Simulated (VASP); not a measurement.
Runs of VASP 6.6.1 on In3Cu. The structure is that of space group Pm-3m (No. 221), or close to it. The cells are those of the table. 

| cell | further INCAR settings | gap on the mesh (eV) | pressure (GPa) |
| --- | --- | --- | --- |
| a = 4.407 Å, angles 91.0°, 4 atoms | ALGO = Fast; EDIFF = 1e-06; NBANDS = 33 | none | -2.9 |
| a = 4.253 Å, 4 atoms | ALGO = Fast; EDIFF = 1e-07; NBANDS = 33 | none | (a) |
| a = 4.292 Å, 4 atoms | ALGO = Fast; EDIFF = 1e-06; NBANDS = 33 | none | 2.0 |
| a = 4.293 Å, angles 91.0°, 4 atoms | ALGO = Fast; EDIFF = 1e-07; NBANDS = 33 | none | 1.9 |
| a = 4.370 Å, angles 89.0°, 4 atoms | ALGO = Fast; EDIFF = 1e-06; NBANDS = 33 | none | (b) |

Alike in all rows: task single point; level LDA; potentials or basis VASP PAW LDA potentials, release 64 (In_d, Cu); no spin polarisation; k mesh 10 × 10 × 10; cutoff (eV) 520; smearing gaussian 0.15 eV.

**Question.** Estimate the missing entries.

**Answer.** (a) 3.9; (b) -1.5.

Caveats: spin-orbit coupling is left out, which moves the levels of the heavy elements.

A k mesh can miss the band edges, and the runs leave out spin-orbit coupling on In.

A gap of «none» marks levels without a gap at the run's occupations.
